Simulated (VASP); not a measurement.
Wanted: the native input for a VASP 6.6.1 run.

```
Task                   : single point
Functional             : PBEsol
Potentials or basis    : VASP PAW PBE potentials, release 64 (Mg, Zn, O)
Cutoff                 : 520 eV
k mesh                 : 6 × 6 × 6
Occupations            : gaussian, width 0.02 eV
Spin                   : no spin polarisation
Dipole correction      : no
Further INCAR settings : LREAL = Auto; ALGO = Normal; EDIFF = 1e-06; NBANDS = 76
```

The structure of MgZn3O4 lies in POSCAR:

```
MgZn3O4
1.0
    0.0000000000      0.0000000000     -5.1960053253
    3.2393381412      5.6106982435      0.0000000000
    3.2386556006     -5.6103041785      0.0000000000
Mg Zn O
2 6 8
Direct
    0.4988103654      0.1652917461      0.3305834922
   -0.0011896346      0.3347082539      0.6694165078
    0.5010779764      0.1675837321      0.8330332498
    0.5030152157      0.6656379011      0.3312758022
    0.5010779764      0.6654495177      0.8330332498
    0.0010779764      0.3324162679      0.1669667502
    0.0030152157      0.8343620989      0.6687241978
    0.0010779764      0.8345504823      0.1669667502
    0.6186272819      0.3318556364      0.6637112729
    0.6201908373      0.3325842218      0.1658596097
    0.6209695095      0.8330922626      0.6661845252
    0.6201908373      0.8332753880      0.1658596097
    0.1186272819      0.1681443636      0.3362887271
    0.1201908373      0.1674157782      0.8341403903
    0.1209695095      0.6669077374      0.3338154748
    0.1201908373      0.6667246120      0.8341403903
```

One way to write it, as run:

INCAR

```
PREC = Accurate
ENCUT = 520
EDIFF = 1E-6
ISMEAR = 0
SIGMA = 0.02
LREAL = Auto
LASPH = T
NELM = 100
ALGO = Normal
ISIF = 2
LWAVE = F
LCHARG = F
GGA = PS
NBANDS = 76
```

KPOINTS

```
Automatic mesh
0
Gamma
  6 6 6
```

Potentials or basis: VASP PAW PBE potentials, release 64 (Mg, Zn, O).

The run is started by

```console
$ cat potpaw_PBE.64/Mg/POTCAR potpaw_PBE.64/Zn/POTCAR potpaw_PBE.64/O/POTCAR > POTCAR
$ mpirun -np 1 vasp_std > vasp.out
```

It gave:

| Item | Value |
| --- | --- |
| Pressure | 0.6 GPa |
| Largest force | 0.078 eV/Å |
| Band gap on the k mesh | 1.26 eV, direct |

Caveat: the PAW data sets were made with another functional, which shifts forces and pressure a little.

Wall time 33 min on 1 thread of Intel(R) Xeon(R) Platinum 8259CL CPU @ 2.50GHz (Skylake/Cascade Lake) (shared host), peak memory 0.58 GiB.
